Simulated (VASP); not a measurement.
Here is a VASP 6.6.1 calculation.

Contents of INCAR:

```
SYSTEM = ZrB2
  PREC = Accurate
  ENCUT = 520
  EDIFF = 1E-8
  ISMEAR = -1
  SIGMA = 0.05
  LREAL = .FALSE.
  LASPH = .TRUE.
  NELM = 100
  ALGO = Normal
  ISIF = 2
  LWAVE = .FALSE.
  LCHARG = .FALSE.
  GGA = CA
  LEFG = .TRUE.
  NBANDS = 16
```

File KPOINTS:

```
Automatic mesh
0
G
  12 12 9
  0 0 0
```

POSCAR

```
ZrB2
1.0
    3.1649998255      0.0316499983      0.0316499983
   -1.5550902103      2.7251452528      0.0115847034
    0.0352000000      0.0352000000      3.5200000000
Zr B
1 2
Direct
    0.0000000000      0.0000000000      0.0000000000
    0.3333333333      0.6666666667      0.5000000000
    0.6666666667      0.3333333333      0.5000000000
```

Potentials or basis: VASP PAW LDA potentials, release 64 (Zr_sv, B).

The run is started by

```sh
$ cat potpaw_LDA.64/Zr_sv/POTCAR potpaw_LDA.64/B/POTCAR > POTCAR
$ mpirun -np 1 vasp_std > vasp.out
```

(1) Estimate the pressure.

(2) What does it give for the largest force?

(3) Predict the band gap on the k mesh.

Answers

(1) -6.5 GPa.

(2) 0.041 eV/Å.

(3) zero (bands 9 and 10 overlap by 1.15 eV).

Caveat: the cell differs from its parent crystal (equal xy, yz and zx shear strains of +2 %); the cell stands under tension; without QUAD_EFG the Cq values of the log hold for a quadrupole moment of 1 mb, not for the nuclei.
